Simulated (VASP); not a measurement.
Write the native input for VASP 6.6.1 that does the following.

```yaml
Task: single point
Functional: PBE
Potentials_or_basis: VASP PAW PBE potentials, release 64 (C)
Cutoff: 520 eV
k_mesh: 1 × 1 × 23
Occupations: gaussian, width 0.05 eV
Spin: collinear spin, ferromagnetic start
Starting_moments: "[0.5, 0.5] μB"
Dipole_correction: no
Further_INCAR_settings: ALGO = Normal; EDIFF = 1e-07; NBANDS = 15
```

The structure of C lies in POSCAR:

```
C
1.0
    9.0000000000      0.0000000000      0.0000000000
    0.0000000000      9.3000000000      0.0000000000
    0.0000000000      0.0000000000      2.7836882773
C
2
Direct
    0.5000000000      0.5000000000      0.0000000000
    0.5000000000      0.5000000000      0.4650000000
```

These files were run (other wordings do the same):

INCAR

```
SYSTEM = C
PREC = Accurate
ENCUT = 520
EDIFF = 1E-7
ISMEAR = 0
SIGMA = 0.05
LREAL = .False.
LASPH = .True.
NELM = 150
ALGO = Normal
ISIF = 2
LWAVE = .False.
LCHARG = .False.
ISPIN = 2
MAGMOM = 0.5 0.5
LORBIT = 11
GGA = PE
NBANDS = 15
```

KPOINTS

```
regular mesh
0
Gamma
  1 1 23
  0 0 0
```

Potentials or basis: VASP PAW PBE potentials, release 64 (C).

Launch:

```sh
$ cat potpaw_PBE.64/C/POTCAR > POTCAR
$ mpirun -np 1 vasp_std > vasp.out
```

Results of the run:

```
Largest force                                         : 0.617 eV/Å
Band gap on the k mesh                                : 1.75 eV
Net moment                                            : 0.00 μB per cell
Valence electrons inside the program's atomic spheres : C 2.46
```

Run time: 90 s on 1 thread of AMD EPYC 9R14 (Zen 4), on a shared host, peak memory 0.39 GiB.
